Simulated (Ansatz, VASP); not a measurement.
## One calculation of CoSi, two programs

INCAR

```
SYSTEM = CoSi
PREC = Accurate
ENCUT = 600
EDIFF = 1E-6
ISMEAR = -1
SIGMA = 0.05
LREAL = .FALSE.
LASPH = .TRUE.
NELM = 120
ALGO = Normal
ISIF = 2
LWAVE = .FALSE.
LCHARG = .TRUE.
GGA = PE
LELF = .TRUE.
LVHAR = .TRUE.
NBANDS = 14
GGA_COMPAT = .FALSE.
```

The input KPOINTS:

```
regular mesh
0
G
  16 16 14
  0 0 0
```

File POSCAR:

```
CoSi
1.0
    2.9181110817      0.0000000000      0.0000000000
   -1.4590555409      2.5271583278      0.0000000000
    0.0000000000      0.0000000000      2.4397956994
Co Si
1 1
Direct
    0.0000000000      0.0000000000      0.0000000000
    0.3333333333      0.6666666667      0.5000000000
```

Input for Ansatz:

```yaml
crystal:
  lattice:
    - [2.9181110817, 0.0, 0.0]
    - [-1.4590555409, 2.5271583278, 0.0]
    - [0.0, 0.0, 2.4397956994]
  atoms:
    - { symbol: Co, position: [0.0, 0.0, 0.0] }
    - { symbol: Si, position: [0.3333333333, 0.6666666667, 0.5] }
kpoints:
  mp_grid: { grid: [16, 16, 14] }
scf:
  occupations: { method: fermi_dirac, width: 0.05 }
hamiltonian:
  xc: pbe
  pseudopotentials: { kind: all_electron, lapw: { basis_error: 0.001 } }
output:
  forces: true
  stress: true
  eigenvalues: true
  populations: true
```

Change from the starting cell: volume scaled by 0.72, LAPW.

Alike in both runs: task single point; functional PBE; k mesh 16 × 16 × 14; occupations fermi-dirac, width 0.05 eV; no spin polarisation.

|  | VASP | Ansatz |
| --- | --- | --- |
| version | VASP 6.6.1 | Ansatz 0.2.0 |
| potentials or method | VASP PAW PBE potentials, release 64 (Co, Si), cutoff 600 eV | all-electron LAPW, scalar-relativistic |

VASP gave:

| Quantity | Value |
| --- | --- |
| pressure (GPa) | 114.2 |
| traceless stress, the component that is largest in VASP (GPa) | 0.09 |

**Question.** Estimate Ansatz's values.

**Answer.** Pressure (GPa): 113.5; traceless stress, the component that is largest in VASP (GPa): 0.05.

Both programs put the cell under a high pressure, so it lies far from rest at this level. Ansatz ran all-electron here, and VASP with PAW potentials.

Noted on VASP's run: the cell as given lies far from equilibrium.
